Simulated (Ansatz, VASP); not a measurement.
**SbRh3 in VASP and in Ansatz**

```xyz
4
Lattice="3.6847 0.0000 0.0000 0.0000 3.6847 0.0000 0.0000 0.0000 3.7817" Properties=species:S:1:pos:R:3 pbc="T T T"
Sb    0.0000    0.0000    0.0000
Rh    1.8424    1.8424    0.0000
Rh    1.8424    0.0000    1.8908
Rh    0.0000    1.8424    1.8908
```

Change from the starting cell: strain -0.050 along x and y, -0.025 along z, atoms carried along.

Alike in both runs: task single point; functional LDA; k mesh 12 × 12 × 12; occupations gaussian, width 0.15 eV; no spin polarisation.

```csv
,VASP,Ansatz
version,VASP 6.6.1,Ansatz 0.2.0
potentials or method,"VASP PAW LDA potentials, release 64 (Sb, Rh_pv), cutoff 520 eV","scalar-relativistic, plane waves, PAW"
valence electrons in the cell,50,66
```

VASP gave:

* gap on the k mesh at the Fermi level (eV): none
* pressure (GPa): 45.9
* traceless stress, the component that is largest in VASP (GPa): -4.54

Question: Estimate Ansatz's values.

Answer: gap on the k mesh at the Fermi level (eV): none; pressure (GPa): 44.7; traceless stress, the component that is largest in VASP (GPa): -4.55.

LDA's correlation is that of Perdew and Zunger in VASP and of Perdew and Wang (1992) in Ansatz. A gap of «none» marks a metal or a gap that the smearing closes. Both programs put the cell under a high pressure, so it lies far from rest at this level. VASP's potentials hold 50 valence electrons a cell and Ansatz's 66, so a difference there can come from the potentials and not from the codes.

Spin-orbit coupling is off throughout.
